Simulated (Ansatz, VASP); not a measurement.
## HfN in VASP and in Ansatz

Contents of INCAR:

```
ALGO = Normal
EDIFF = 1E-6
ENCUT = 520
GGA = PE
ISIF = 2
ISMEAR = 0
LASPH = T
LCHARG = F
LREAL = F
LWAVE = F
NBANDS = 14
NELM = 100
PREC = Accurate
SIGMA = 0.15
```

The input KPOINTS:

```
k-points
0
Gamma
  18 18 18
```

The input POSCAR:

```
HfN
1.0
    0.0000000000      2.2702950000      2.2590000000
    2.2702950000      0.0000000000      2.2590000000
    2.2702950000      2.2702950000      0.0000000000
Hf N
1 1
Direct
    0.0000000000      0.0000000000      0.0000000000
    0.5000000000      0.5000000000      0.5000000000
```

Input for Ansatz:

```yaml
crystal:
  lattice:
    - [0.0, 2.270295, 2.259]
    - [2.270295, 0.0, 2.259]
    - [2.270295, 2.270295, 0.0]
  atoms:
    - { symbol: Hf, position: [0.0, 0.0, 0.0] }
    - { symbol: "N", position: [0.5, 0.5, 0.5] }
basis:
  ecutwfc: 420
kpoints:
  mp_grid: { grid: [18, 18, 18] }
hamiltonian:
  xc: pbe
scf:
  occupations: { method: gaussian, width: 0.15 }
output:
  forces: true
  stress: true
  eigenvalues: true
```

Change from the starting cell: strain +0.0050 x Voigt [1, 1, 0, 0, 0, 0], atoms carried along.

Alike in both runs: task single point; functional PBE; k mesh 18 × 18 × 18; occupations gaussian, width 0.15 eV; no spin polarisation.

|  | VASP | Ansatz |
| --- | --- | --- |
| version | VASP 6.6.1 | Ansatz 0.2.0 |
| potentials or method | VASP PAW PBE potentials, release 64 (Hf_pv, N), cutoff 520 eV | scalar-relativistic, plane waves, PAW |
| valence electrons in the cell | 15 | 31 |

|  | VASP | Ansatz | Ansatz less VASP |
| --- | --- | --- | --- |
| gap on the k mesh at the Fermi level (eV) | none | none | - |
| pressure (GPa) | 0.3 | 2.7 | +2.37 |
| traceless stress, the component that is largest in VASP (GPa) | 1.55 | 1.56 | +0.019 |

A gap of «none» marks a metal or a gap that the smearing closes. VASP's potentials hold 15 valence electrons a cell and Ansatz's 31, so a difference there can come from the potentials and not from the codes.

Spin-orbit coupling is off throughout.
